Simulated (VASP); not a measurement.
Input of a VASP 6.6.1 run:

Contents of INCAR:

```
PREC = Accurate
ENCUT = 520
EDIFF = 1E-6
ISMEAR = 0
SIGMA = 0.1
LREAL = F
LASPH = T
NELM = 60
ALGO = Normal
ISIF = 2
LWAVE = F
LCHARG = T
GGA = PE
LELF = T
LVHAR = T
NBANDS = 36
```

KPOINTS

```
regular mesh
0
Gamma
  8 8 6
```

POSCAR

```
Bi2TeO3
1.0
    4.4255833157      0.0000000000      0.0000000000
    0.0000000000      4.4255833157      0.0000000000
    0.0000000000      0.0000000000      5.9538690017
Bi Te O
2 1 3
Direct
    0.5000000000      0.5000000000      0.5000000000
    0.0000000000      0.0000000000      0.5000000000
    0.5000000000      0.5000000000      0.0000000000
    0.0000000000      0.0000000000      0.0000000000
    0.0000000000      0.5000000000      0.0000000000
    0.5000000000      0.0000000000      0.0000000000
```

Potentials or basis: VASP PAW PBE potentials, release 64 (Bi_d, Te, O).

Command:

```console
$ cat potpaw_PBE.64/Bi_d/POTCAR potpaw_PBE.64/Te/POTCAR potpaw_PBE.64/O/POTCAR > POTCAR
$ mpirun -np 1 vasp_std > vasp.out
```

Task: Predict the band gap on the k mesh.

Result: Zero (bands 27 and 28 overlap by 2.25 eV).

Task: Estimate the pressure.

Result: -0.3 GPa.

Stress tensor (GPa, compression positive):
```
-0.32  0.00  0.00
 0.00 -0.32  0.00
 0.00  0.00 -0.14
```

Caveat: spin-orbit coupling is left out, which moves the levels of the heavy elements.
